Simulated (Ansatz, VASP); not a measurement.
WS2: VASP beside Ansatz

Contents of INCAR:

```
SYSTEM = WS2
ALGO = Normal ; EDIFF = 1E-8
ENCUT = 520 ; GGA = PS
ISIF = 2 ; ISMEAR = -1
LASPH = .TRUE. ; LCHARG = .FALSE.
LEFG = .TRUE. ; LREAL = .FALSE.
LWAVE = .FALSE. ; NBANDS = 20
NELM = 100 ; PREC = Accurate
SIGMA = 0.05
```

File KPOINTS:

```
k-points
0
G
  11 11 11
  0 0 0
```

File POSCAR:

```
WS2
1.0
    1.5790000000      0.9116360751      6.1633333333
   -1.5790000000      0.9116360751      6.1633333333
    0.0000000000     -1.8232721501      6.1633333333
W S
1 2
Direct
   -0.0225090000      0.0074910000      0.0074910000
    0.2722090000      0.2422090000      0.2422090000
    0.4190000000      0.4190000000      0.4190000000
```

Input for Ansatz:

```yaml
crystal:
  lattice:
    - [1.579, 0.9116360751, 6.1633333333]
    - [-1.579, 0.9116360751, 6.1633333333]
    - [0.0, -1.8232721501, 6.1633333333]
  atoms:
    - { symbol: W, position: [-0.022509, 0.007491, 0.007491] }
    - { symbol: S, position: [0.272209, 0.242209, 0.242209] }
    - { symbol: S, position: [0.419, 0.419, 0.419] }
kpoints:
  mp_grid: { grid: [11, 11, 11] }
scf:
  occupations: { method: fermi_dirac, width: 0.05 }
hamiltonian:
  xc: pbesol
  pseudopotentials: { kind: paw }
output:
  forces: true
  stress: true
  eigenvalues: true
  efg: { contact_densities: true }
  populations: true
```

Change from the starting cell: shortest bond scaled by 0.94, PAW files.

Alike in both runs: task electric field gradients; functional PBEsol; k mesh 11 × 11 × 11; occupations fermi-dirac, width 0.05 eV; no spin polarisation.

|  | VASP | Ansatz |
| --- | --- | --- |
| version | VASP 6.6.1 | Ansatz 0.2.0 |
| potentials or method | VASP PAW PBE potentials, release 64 (W_sv, S) | PAW with Ansatz's default frozen-core files, scalar-relativistic |
| plane-wave cutoff (eV) | 520 | 420 |
| valence electrons in the cell | 26 | 26 |

Ansatz gave:

- pressure (GPa): 3.3
- traceless stress, the component that is largest in VASP (GPa): 3.87
- rms of the force components (eV/Å): 1.603
- size of Vzz on the site where it differs most (V/Å²): 195.3

Which values does VASP return?

Pressure (GPa): 3.5; traceless stress, the component that is largest in VASP (GPa): 3.87; rms of the force components (eV/Å): 1.608; size of Vzz on the site where it differs most (V/Å²): 174.5.

VASP's potentials were made for PBE, not for PBEsol. Atom by atom the forces differ by 0.011 eV/Å (rms over components). With one functional, cell and mesh, what is left measures potentials, basis and numerics.

Neither program's run includes spin-orbit coupling.
